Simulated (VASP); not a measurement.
Crystal: La2O3.

```xyz
5
Lattice="3.9842 0.0000 0.0000 0.0000 3.9842 0.0000 0.0000 0.0000 6.1534" Properties=species:S:1:pos:R:3 pbc="T T T"
La    0.0000    1.9921    0.0000
La    1.9921    0.0000    0.0000
O     1.9921    1.9921    1.4953
O     1.9921    1.9921    4.6581
O     1.9921    1.9921    3.0767
```

```yaml
Program: VASP 6.6.1
Task: relaxation of cell and atoms
Functional: PBE
Potentials_or_basis: VASP PAW PBE potentials, release 64 (La, O)
Cutoff: 600 eV
k_mesh: 4 × 4 × 4
Occupations: gaussian, width 0.1 eV
Spin: no spin polarisation
```

At the start: pressure 19.1 GPa; volume 19.54 Å³/atom.

How do energy, volume and symmetry change on relaxing?

Over 8 steps the energy falls by 654.9 meV/atom and the volume is 24.02 Å³/atom (+23.0 %); space group P4/mmm (No. 123, to 0.05 Å).

The path:
| step | energy change (eV) | largest force (eV/Å) | pressure (GPa) | volume (Å³) |
| --- | --- | --- | --- | --- |
| 1 | 0.0000 | 4.9440 | 19.13 | 97.68 |
| 2 | -2.5567 | 1.3424 | -5.53 | 134.33 |
| 3 | -2.5816 | 1.5555 | -4.30 | 129.65 |
| 4 | -3.2465 | 0.3225 | -1.97 | 123.84 |
| 5 | -3.2556 | 0.1020 | -1.59 | 123.12 |
| 6 | -3.2697 | 0.1485 | 0.79 | 118.87 |
| 7 | -3.2741 | 0.0614 | -0.04 | 120.24 |
| 8 | -3.2743 | 0.0046 | 0.02 | 120.10 |

Final structure:
```
La O
1.0
     4.50728    0.00000    0.00000
     0.00000    4.50728    0.00000
     0.00000    0.00000    5.91164
La O
2 3
Cartesian
  4.5073 2.2536 0.0000
  2.2536 4.5073 0.0000
  2.2536 2.2536 1.1173
  2.2536 2.2536 4.7943
  2.2536 2.2536 2.9558
```

Caveat: the k points lie up to 0.35 Å⁻¹ apart in the final cell; the volume moved by over 15 % at a fixed basis, so the end points are rough.
